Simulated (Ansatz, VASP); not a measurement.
KBr in VASP and in Ansatz

INCAR

```
SYSTEM = KBr
PREC = Accurate
ENCUT = 500
EDIFF = 1E-6
ISMEAR = 0
SIGMA = 0.01
LREAL = .FALSE.
LASPH = .TRUE.
NELM = 200
ALGO = Normal
ISIF = 2
LWAVE = .FALSE.
LCHARG = .FALSE.
MAGMOM = 0 0 0 0 0 0
LORBIT = 11
LSORBIT = .TRUE.
GGA_COMPAT = .FALSE.
LORBMOM = .TRUE.
NBANDS = 28
```

Contents of KPOINTS:

```
regular mesh
0
G
  5 5 5
  0 0 0
```

The input POSCAR:

```
KBr
1.0
    0.0000000000      3.3000000000      3.3000000000
    3.3000000000      0.0000000000      3.3000000000
    3.3000000000      3.3000000000      0.0000000000
Br K
1 1
Direct
    0.5000000000      0.5000000000      0.5000000000
    0.0000000000      0.0000000000      0.0000000000
```

The input input.yaml:

```yaml
crystal:
  lattice: { a: 6.6, b: 6.6, c: 6.6, alpha: 90.0, beta: 90.0, gamma: 90.0 }
  space_group: 225
  setting: { hermann_mauguin: Fm-3m }
  reduce_to_primitive: true
  atoms:
    - { symbol: Br, position: [0.5, 0.0, 0.0] }
    - { symbol: K, position: [0.0, 0.0, 0.0] }
kpoints:
  mp_grid: { grid: [5, 5, 5] }
scf:
  occupations: { method: fixed }
hamiltonian:
  xc: lda
  pseudopotentials: { kind: all_electron, lapw: { basis_error: 0.001 } }
magnetization:
  noncollinear: true
  spin_orbit: true
output:
  eigenvalues: true
  optics:
    e_range: [0, 10]
    de: 0.1
    sigma: 0.2
    nscf_kmesh: { grid: [7, 7, 7] }
```

Alike in both runs: functional LDA; k mesh 5 × 5 × 5; non-collinear spin, spin-orbit coupling.

```csv
,VASP,Ansatz
version,VASP 6.6.1,Ansatz 0.2.0
potentials or method,"VASP PAW LDA potentials, release 64 (Br, K_sv), cutoff 500 eV","all-electron LAPW, relativistic spinors"
occupations,"gaussian, width 0.01 eV",fixed
task,single point,optical spectrum
```

```csv
,VASP,Ansatz,Ansatz less VASP
net moment per atom (μB),0.00,0.00,0.000
```

LDA's correlation is that of Perdew and Zunger in VASP and of Perdew and Wang (1992) in Ansatz. Ansatz ran all-electron here, and VASP with PAW potentials.
